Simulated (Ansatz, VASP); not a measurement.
C: VASP beside Ansatz

The input INCAR:

```
SYSTEM = C
  PREC = Accurate
  ENCUT = 520
  EDIFF = 1E-7
  ISMEAR = 0
  SIGMA = 0.05
  LREAL = .FALSE.
  LASPH = .TRUE.
  NELM = 60
  ALGO = Normal
  ISIF = 2
  LWAVE = .FALSE.
  LCHARG = .TRUE.
  GGA = PE
  IVDW = 12
  LELF = .TRUE.
  LVHAR = .TRUE.
  NBANDS = 11
```

The input KPOINTS:

```
Automatic mesh
0
G
  15 15 15
  0 0 0
```

The input POSCAR:

```
C
1.0
    1.2324809262      0.7115731945      3.3609366220
   -1.2324809262      0.7115731945      3.3609366220
    0.0000000000     -1.4231463891      3.3609366220
C
2
Direct
    0.1595689339      0.1595689339      0.1806489860
    0.8404310661      0.8404310661      0.8193510140
```

Input for Ansatz:

```yaml
crystal:
  lattice:
    - [1.2324809262, 0.7115731945, 3.360936622]
    - [-1.2324809262, 0.7115731945, 3.360936622]
    - [0.0, -1.4231463891, 3.360936622]
  atoms:
    - { symbol: C, position: [0.1595689339, 0.1595689339, 0.180648986] }
    - { symbol: C, position: [0.8404310661, 0.8404310661, 0.819351014] }
basis:
  ecutwfc: 520.0
kpoints:
  mp_grid: { grid: [15, 15, 15] }
hamiltonian:
  xc: pbe
  pseudopotentials: { kind: paw, azcp: { folder: soft_1 } }
  dispersion: d3bj
scf:
  occupations: { method: gaussian, width: 0.05 }
output:
  forces: true
  stress: true
  eigenvalues: true
```

Change from the starting cell: mode 4 frozen in at +0.000 Å and mode 6 at -0.030 Å (largest displacements).

Alike in both runs: task single point; functional PBE; dispersion D3(BJ); k mesh 15 × 15 × 15; occupations gaussian, width 0.05 eV; no spin polarisation.

|  | VASP | Ansatz |
| --- | --- | --- |
| version | VASP 6.6.1 | Ansatz 0.2.0 |
| potentials or method | VASP PAW PBE potentials, release 64 (C), cutoff 520 eV | scalar-relativistic, plane waves, PAW |
| valence electrons in the cell | 8 | 8 |

|  | VASP | Ansatz | Ansatz less VASP |
| --- | --- | --- | --- |
| gap on the k mesh at the Fermi level (eV) | 0.22 | 0.22 | +0.001 |
| least direct gap on the mesh (eV) | 0.22 | 0.22 | +0.001 |
| pressure (GPa) | 2.2 | 1.8 | -0.42 |
| traceless stress, the component that is largest in VASP (GPa) | 7.74 | 7.40 | -0.343 |
| rms of the force components (eV/Å) | 1.992 | 1.989 | -0.0026 |

Atom by atom the forces differ by 0.003 eV/Å (rms over components).
